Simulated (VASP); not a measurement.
# InP (sol2) (I-4m2) in VASP: a series of runs

Runs on InP (sol2). Level: PBEsol. Tasks: relaxation of the atoms.

All numbers are computed with VASP 6.6.1; they aren't measurements. Logs are shortened: lines on timing, memory, paths and dates and some standing lists are left out, and cuts for length are marked.

## 1. The cell of the first run

Symmetry: I-4m2, No. 119, tetragonal system. Conventional cell: a = 4.198 Å, b = 4.198 Å, c = 5.825 Å, α = 90.00°, β = 90.00°, γ = 90.00°. Within 3.4 Å of In (site symmetry -4m2) lie 4 P at 2.55 Å. Within 3.4 Å of P (site symmetry -4m2) lie 4 In at 2.55 Å.

## 2. Relaxation of the atoms, PBEsol (strained cell)

Input file INCAR:

```
ALGO = Normal ; EDIFF = 1E-7
EDIFFG = -0.002 ; ENCUT = 450
GGA = PS ; GGA_COMPAT = F
IBRION = 2 ; ISIF = 2
ISMEAR = 0 ; LASPH = T
LCHARG = F ; LREAL = F
LWAVE = F ; NELM = 120
NELMIN = 4 ; NSW = 60
PREC = Accurate ; SIGMA = 0.02
```

Input file KPOINTS:

```
k-points
0
Gamma
  10 10 10
```

Input file POSCAR:

```
InP
1.0
    0.0000000000      2.9685800016      2.9123872121
    2.9685800016      0.0000000000      2.9123872121
    2.9685800016      2.9685800016      0.0000000000
In P
1 1
Direct
    0.0000000000      0.0000000000      0.0000000000
    0.2500000000      0.2500000000      0.2500000000
```

Potentials or basis: VASP PAW PBE potentials, release 64 (In_d, P).

Started as:

```console
> cat potpaw_PBE.64/In_d/POTCAR potpaw_PBE.64/P/POTCAR > POTCAR
> mpirun -np 1 vasp_std > vasp.out
```

OUTCAR:

```text
EDIFF = 1E-7
   EDIFFG = -0.002
   ENCUT = 450
   GGA = PS
   IBRION = 2
   ISIF = 2
   ISMEAR = 0
   LASPH = T
   LREAL = F
   NELM = 120
   NELMIN = 4
   NSW = 60
   PREC = Accurate

 ion  position               nearest neighbor table
   1  0.000  0.000  0.000-   2 2.55   2 2.55   2 2.55   2 2.55
   2  0.250  0.250  0.250-   1 2.55   1 2.55   1 2.55   1 2.55

  LATTYP: Found a body centered tetragonal cell.
 ALAT       =     4.1982060993
 C/A-ratio  =     1.3874436572

  Lattice vectors:

 A1 = (   0.0000000000,  -2.9685800016,  -2.9123872121)
 A2 = (   0.0000000000,   2.9685800016,  -2.9123872121)
 A3 = (   2.9685800016,   0.0000000000,   2.9123872121)

Analysis of symmetry for initial positions (statically):
=====================================================================
 Subroutine PRICEL returns:
 Original cell was already a primitive cell.

 Routine SETGRP: Setting up the symmetry group for a
 body centered tetragonal supercell.

 Subroutine GETGRP returns: Found  8 space group operations
 (whereof  8 operations were pure point group operations)
 out of a pool of 16 trial point group operations.

The static configuration has the point symmetry D_2d.

Analysis of symmetry for dynamics (positions and initial velocities):
=====================================================================
 Subroutine PRICEL returns:
 Original cell was already a primitive cell.

 Routine SETGRP: Setting up the symmetry group for a
 body centered tetragonal supercell.

 Subroutine GETGRP returns: Found  8 space group operations
 (whereof  8 operations were pure point group operations)
 out of a pool of 16 trial point group operations.

The dynamic configuration has the point symmetry D_2d.

 Subroutine INISYM returns: Found  8 space group operations
 (whereof  8 operations are pure point group operations),
 and found     1 'primitive' translations

----------------------------------------------------------------------------------------

                                     Primitive cell

  volume of cell :      51.3306

  direct lattice vectors                    reciprocal lattice vectors
     0.000000000  2.968580002  2.912387212    -0.168430697  0.168430697  0.171680468
     2.968580002  0.000000000  2.912387212     0.168430697 -0.168430697  0.171680468
     2.968580002  2.968580002  0.000000000     0.168430697  0.168430697 -0.171680468

  length of vectors
     4.158661624  4.158661624  4.198206099     0.293618771  0.293618771  0.293618771

  position of ions in fractional coordinates (direct lattice)
     0.000000000  0.000000000  0.000000000
     0.250000000  0.250000000  0.250000000
[... 92 lines left out ...]
   ISMEAR =     0;   SIGMA  =   0.02  broadening in eV -4-tet -1-fermi 0-gaus
   EFERMI_NEDOS =   21; number of points for ismear=-14 and -15
   IALGO  =     38    algorithm
   IMIX   =      4    mixing-type and parameters
     AMIX     =   0.40;   BMIX     =  1.00
     AMIX_MAG =   1.60;   BMIX_MAG =  1.00
  volume/ion in A,a.u.               =      25.67       173.20
  Fermi-wavevector in a.u.,A,eV,Ry     =   1.154446  2.181586 18.133090  1.332745
  Thomas-Fermi vector in A             =   2.291082
   LORBIT       =      0    0 simple, 1 ext, 2 COOP (PROOUT), +10 PAW based schemes
   GGA     = PS    functional components
   LHFCALC =     F    Hartree Fock is set to
   AEXX    =    0.0000 exact exchange contribution
   IVDW    =     0    specifies the selected vdW correction
   LEPSILON=     F    determine dielectric tensor
   LRPA    =     F    only Hartree local field effects (RPA)
 conjugate gradient relaxation of ions
 non-spin polarized calculation
 Gauss-broadening in eV      SIGMA  =   0.02
  energy-cutoff  :      450.00
  volume of cell :       51.33
 maximum number of plane-waves:      1129
 NGX is ok and might be reduce to    30
   NGX = 15   NGY = 15   NGZ = 15

 number of electron      17.9999999 magnetization

 Free energy of the ion-electron system (eV)
  ---------------------------------------------------
  ext. energy  EPLUGINS =         0.00000000
  ---------------------------------------------------
  free energy    TOTEN  =        -9.15413265 eV

  energy without entropy =       -9.15413265  energy(sigma->0) =       -9.15413265

 E-fermi :   5.0388     XC(G=0):  -9.3934

 val. band max:        4.9359931903   @ k =   0.0000   0.0000   0.0000
 cond. band min:       5.3866701384   @ k =   0.0000   0.0000   0.0000
 fundamental gap:      0.4506769481
 Fermi energy:         5.0387621002

 k-point     1 :       0.0000    0.0000    0.0000
  band No.  band energies     occupation
      1      -9.2337      2.00000
      2      -9.2337      2.00000
      3      -9.2259      2.00000
      4      -9.0874      2.00000
      5      -9.0853      2.00000
      6      -6.5349      2.00000
      7       4.8493      2.00000
      8       4.8493      2.00000
      9       4.9360      2.00000
     10       5.3867      0.00000
     11       8.8781      0.00000
     12       8.9074      0.00000
     13       8.9074      0.00000
[... 354 lines left out ...]
  band No.  band energies     occupation
      1      -9.3722      2.00000
      2      -9.1592      2.00000
      3      -9.1565      2.00000
      4      -9.1235      2.00000
      5      -9.0579      2.00000
      6      -4.8694      2.00000
      7       0.2027      2.00000
      8       2.6781      2.00000
      9       2.9208      2.00000
     10       6.9535      0.00000
     11       7.7500      0.00000
     12      11.6222      0.00000
     13      12.2317      0.00000

 [... further k-points ...]

------------------------ aborting loop because EDIFF is reached ----------------------------------------

  FORCE on cell =-STRESS in cart. coord.  units (eV):
  Direction    XX          YY          ZZ          XY          YZ          ZX
  --------------------------------------------------------------------------------------
  -------------------------------------------------------------------------------------
  Total       -0.3016002     -0.3016002     -0.0529914      0.0000000      0.0000000      0.0000000
  in kB       -9.4138149     -9.4138149     -1.6540155      0.0000000      0.0000000      0.0000000
  external PRESSURE =      -6.8272151 kB  Pullay stress =       0.0000000 kB

 VOLUME and BASIS-vectors are now :
 -----------------------------------------------------------------------------
  energy-cutoff  :      450.00
  volume of cell :       51.33
      direct lattice vectors                 reciprocal lattice vectors
     0.000000000  2.968580002  2.912387212    -0.168430697  0.168430697  0.171680468
     2.968580002  0.000000000  2.912387212     0.168430697 -0.168430697  0.171680468
     2.968580002  2.968580002  0.000000000     0.168430697  0.168430697 -0.171680468

 POSITION                                       TOTAL-FORCE (eV/Angst)
 -----------------------------------------------------------------------------------
      0.00000      0.00000      0.00000        -0.000000     -0.000000      0.000000
      1.48429      1.48429      1.45619         0.000000      0.000000     -0.000000
 -----------------------------------------------------------------------------------
    total drift:                                0.000000      0.000000      0.000000

  FREE ENERGIE OF THE ION-ELECTRON SYSTEM (eV)
  ---------------------------------------------------
  free  energy   TOTEN  =        -9.1541326487 eV

  energy  without entropy=       -9.1541326487  energy(sigma->0) =       -9.15413265

 reached required accuracy - stopping structural energy minimisation
```

CONTCAR:

```text
InP
   1.00000000000000
     0.0000000000000000    2.9685800015999999    2.9123872121000001
     2.9685800015999999    0.0000000000000000    2.9123872121000001
     2.9685800015999999    2.9685800015999999    0.0000000000000000
  In              P
     1     1
Direct
     0.0000000000000000    0.0000000000000000    0.0000000000000000
     0.2500000000000000    0.2500000000000000    0.2500000000000000

  0.00000000E+00  0.00000000E+00  0.00000000E+00
  0.00000000E+00  0.00000000E+00  0.00000000E+00
```

It took 93 s on 1 thread of Intel Xeon 8259CL, shared host; peak memory 0.2 GiB.

Results:

```
Free energy             : -9.1541 eV
Pressure after relaxing : -0.7 GPa
Band gap on the k mesh  : 0.45 eV, direct
```

Stress tensor (GPa, compression positive):
```
-0.94  0.00  0.00
 0.00 -0.94  0.00
 0.00  0.00 -0.17
```

Final structure:
```
CELL_PARAMETERS angstrom
0.00000 2.96858 2.91239
2.96858 0.00000 2.91239
2.96858 2.96858 0.00000
ATOMIC_POSITIONS crystal
In 0.00000 0.00000 0.00000
P 0.25000 0.25000 0.25000
```

Levels at points of the mesh, in eV from the valence-band top:
| k point | band 5 | band 6 | band 7 | band 8 | band 9 | band 10 | band 11 | band 12 | band 13 |
| --- | --- | --- | --- | --- | --- | --- | --- | --- | --- |
| (0.00, 0.00, 0.00) | -14.02 | -11.47 | -0.09 | -0.09 | 0.00 | 0.45 | 3.94 | 3.97 | 3.97 |
| (0.50, 0.00, 0.00) | -14.01 | -9.79 | -5.75 | -1.07 | -0.95 | 1.29 | 4.61 | 4.75 | 6.86 |
| (0.50, 0.50, 0.00) | -13.99 | -9.10 | -5.71 | -2.41 | -2.41 | 1.54 | 2.00 | 9.03 | 9.33 |
| (0.50, 0.00, 0.50) | -13.99 | -9.17 | -5.83 | -2.31 | -2.30 | 1.64 | 2.17 | 8.85 | 9.27 |

Caveat: the cell differs from its parent crystal (strained cell); the relaxation stopped at its first step, so nothing moved; the PAW data sets were made with another functional, which shifts forces and pressure a little; spin-orbit coupling is left out, which moves the levels of the heavy elements.

## 3. Relaxation of the atoms, PBEsol (strained cell)

Input file INCAR:

```
SYSTEM = InP
  PREC = Accurate
  ENCUT = 450
  EDIFF = 1E-7
  ISMEAR = 0
  SIGMA = 0.02
  LREAL = .FALSE.
  LASPH = .TRUE.
  NELM = 120
  ALGO = Normal
  ISIF = 2
  LWAVE = .FALSE.
  LCHARG = .FALSE.
  GGA = PS
  IBRION = 2
  NSW = 60
  EDIFFG = -0.002
  GGA_COMPAT = .FALSE.
  NELMIN = 4
```

Input file KPOINTS:

```
regular mesh
0
G
  10 10 10
  0 0 0
```

Input file POSCAR:

```
InP
1.0
    0.0000000000      2.9685800016      2.9215529917
    2.9685800016      0.0000000000      2.9215529917
    2.9685800016      2.9685800016      0.0000000000
In P
1 1
Direct
    0.0000000000      0.0000000000      0.0000000000
    0.2500000000      0.2500000000      0.2500000000
```

Potentials or basis: VASP PAW PBE potentials, release 64 (In_d, P).

Started as:

```console
> cat potpaw_PBE.64/In_d/POTCAR potpaw_PBE.64/P/POTCAR > POTCAR
> mpirun -np 1 vasp_std > vasp.out
```

OUTCAR:

```text
SYSTEM = InP
   PREC = Accurate
   ENCUT = 450
   EDIFF = 1E-7
   ISMEAR = 0
   LREAL = .FALSE.
   LASPH = .TRUE.
   NELM = 120
   ISIF = 2
   GGA = PS
   IBRION = 2
   NSW = 60
   EDIFFG = -0.002
   NELMIN = 4

 ion  position               nearest neighbor table
   1  0.000  0.000  0.000-   2 2.56   2 2.56   2 2.56   2 2.56
   2  0.250  0.250  0.250-   1 2.56   1 2.56   1 2.56   1 2.56

  LATTYP: Found a body centered tetragonal cell.
 ALAT       =     4.1982060993
 C/A-ratio  =     1.3918101792

  Lattice vectors:

 A1 = (   0.0000000000,  -2.9685800016,  -2.9215529917)
 A2 = (   0.0000000000,   2.9685800016,  -2.9215529917)
 A3 = (   2.9685800016,   0.0000000000,   2.9215529917)

Analysis of symmetry for initial positions (statically):
=====================================================================
 Subroutine PRICEL returns:
 Original cell was already a primitive cell.

 Routine SETGRP: Setting up the symmetry group for a
 body centered tetragonal supercell.

 Subroutine GETGRP returns: Found  8 space group operations
 (whereof  8 operations were pure point group operations)
[... 171 lines left out ...]
 Fermi energy:         4.9966298851

 k-point     1 :       0.0000    0.0000    0.0000
  band No.  band energies     occupation
      1      -9.2607      2.00000
      2      -9.2607      2.00000
      3      -9.2542      2.00000
      4      -9.1161      2.00000
      5      -9.1143      2.00000
      6      -6.5479      2.00000
      7       4.8202      2.00000
      8       4.8202      2.00000
      9       4.8928      2.00000
     10       5.3365      0.00000
     11       8.8469      0.00000
     12       8.8716      0.00000
     13       8.8716      0.00000
[... 354 lines left out ...]
  band No.  band energies     occupation
      1      -9.3981      2.00000
      2      -9.1873      2.00000
      3      -9.1845      2.00000
      4      -9.1513      2.00000
      5      -9.0876      2.00000
      6      -4.8961      2.00000
      7       0.1668      2.00000
      8       2.6604      2.00000
      9       2.9063      2.00000
     10       6.9366      0.00000
     11       7.7225      0.00000
     12      11.5731      0.00000
     13      12.1933      0.00000

 [... further k-points ...]
[... 5 lines left out ...]
  --------------------------------------------------------------------------------------
  -------------------------------------------------------------------------------------
  Total       -0.3551156     -0.3551156     -0.1449064      0.0000000      0.0000000      0.0000000
  in kB      -11.0494084    -11.0494084     -4.5087565      0.0000000      0.0000000      0.0000000
  external PRESSURE =      -8.8691911 kB  Pullay stress =       0.0000000 kB

 VOLUME and BASIS-vectors are now :
 -----------------------------------------------------------------------------
  energy-cutoff  :      450.00
  volume of cell :       51.49
      direct lattice vectors                 reciprocal lattice vectors
     0.000000000  2.968580002  2.921552992    -0.168430697  0.168430697  0.171141856
     2.968580002  0.000000000  2.921552992     0.168430697 -0.168430697  0.171141856
     2.968580002  2.968580002  0.000000000     0.168430697  0.168430697 -0.171141856

 POSITION                                       TOTAL-FORCE (eV/Angst)
 -----------------------------------------------------------------------------------
      0.00000      0.00000      0.00000        -0.000000     -0.000000      0.000000
      1.48429      1.48429      1.46078         0.000000      0.000000     -0.000000
 -----------------------------------------------------------------------------------
    total drift:                                0.000000      0.000000     -0.000000

  FREE ENERGIE OF THE ION-ELECTRON SYSTEM (eV)
  ---------------------------------------------------
  free  energy   TOTEN  =        -9.1538404029 eV

  energy  without entropy=       -9.1538404029  energy(sigma->0) =       -9.15384040

 reached required accuracy - stopping structural energy minimisation
```

Wall time 100 s (1 thread of Intel Xeon 8259CL, shared host); peak memory 0.21 GiB.

Results:

```
Free energy             : -9.1538 eV
Pressure after relaxing : -0.9 GPa
Band gap on the k mesh  : 0.44 eV, direct
```

Final structure:
```yaml
crystal:
  lattice:
    - [0.00000, 2.96858, 2.92155]
    - [2.96858, 0.00000, 2.92155]
    - [2.96858, 2.96858, 0.00000]
  atoms:
    - { symbol: In, position: [0.00000, 0.00000, 0.00000] }
    - { symbol: P, position: [0.25000, 0.25000, 0.25000] }
```

Levels at points of the mesh, in eV from the valence-band top:
```csv
k point,band 5,band 6,band 7,band 8,band 9,band 10,band 11,band 12,band 13
"(0.00, 0.00, 0.00)",-14.01,-11.44,-0.07,-0.07,0.00,0.44,3.95,3.98,3.98
"(0.50, 0.00, 0.00)",-13.99,-9.77,-5.73,-1.05,-0.95,1.30,4.63,4.74,6.86
"(0.50, 0.50, 0.00)",-13.97,-9.09,-5.70,-2.38,-2.38,1.57,2.02,9.00,9.32
"(0.50, 0.00, 0.50)",-13.98,-9.15,-5.80,-2.30,-2.29,1.65,2.17,8.85,9.29
```

Caveat: the cell differs from its parent crystal (strained cell); the relaxation stopped at its first step, so nothing moved; the PAW data sets were made with another functional, which shifts forces and pressure a little; spin-orbit coupling is left out, which moves the levels of the heavy elements.
